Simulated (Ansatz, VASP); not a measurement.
## LiH in VASP and in Ansatz

Contents of POSCAR:

```
LiH
1.0
    0.0000000000      1.9625015504      1.9625015504
    1.9625015504      0.0000000000      1.9625015504
    1.9625015504      1.9625015504      0.0000000000
Li H
1 1
Direct
    0.0000000000      0.0000000000      0.0000000000
    0.5000000000      0.5000000000      0.5000000000
```

The input INCAR.step1:

```
PREC = Accurate ; ENCUT = 830
ISMEAR = 0 ; SIGMA = 0.01
LREAL = F ; LASPH = T
NELM = 120 ; NBANDS = 9
GGA = PE ; ALGO = Normal
EDIFF = 1E-5 ; LWAVE = T
LCHARG = F ; GGA_COMPAT = F
```

File INCAR.step2:

```
PREC = Accurate ; ENCUT = 830
EDIFF = 1E-6 ; ISMEAR = 0
SIGMA = 0.01 ; LREAL = F
LASPH = T ; NELM = 120
ALGO = Normal ; ISIF = 2
LWAVE = F ; LCHARG = F
METAGGA = R2SCAN ; LMIXTAU = T
NBANDS = 9 ; ISTART = 1
GGA_COMPAT = F
```

KPOINTS

```
Automatic mesh
0
Gamma
  10 10 10
```

Input for Ansatz:

```yaml
crystal:
  lattice:
    - [0.0, 1.9625015504, 1.9625015504]
    - [1.9625015504, 0.0, 1.9625015504]
    - [1.9625015504, 1.9625015504, 0.0]
  atoms:
    - { symbol: Li, position: [0.0, 0.0, 0.0] }
    - { symbol: H, position: [0.5, 0.5, 0.5] }
kpoints:
  mp_grid: { grid: [10, 10, 10] }
hamiltonian:
  xc: r2scan
scf:
  occupations: { method: fixed }
  n_extra_bands: 4
output:
  forces: true
  stress: true
  eigenvalues: true
```

Alike in both runs: task single point; functional r2SCAN; k mesh 10 × 10 × 10; no spin polarisation.

```csv
,VASP,Ansatz
version,VASP 6.6.1,Ansatz 0.2.0
potentials or method,"VASP PAW PBE potentials, release 64 (Li_sv, H)","plane waves, PAW"
plane-wave cutoff (eV),830,500
occupations,"gaussian, width 0.01 eV",fixed
valence electrons in the cell,4,4
```

```csv
,VASP,Ansatz,Ansatz less VASP
gap on the k mesh at the Fermi level (eV),3.54,3.59,+0.048
pressure (GPa),2.1,2.4,+0.30
```

VASP's potentials were made for PBE, not for r2SCAN.
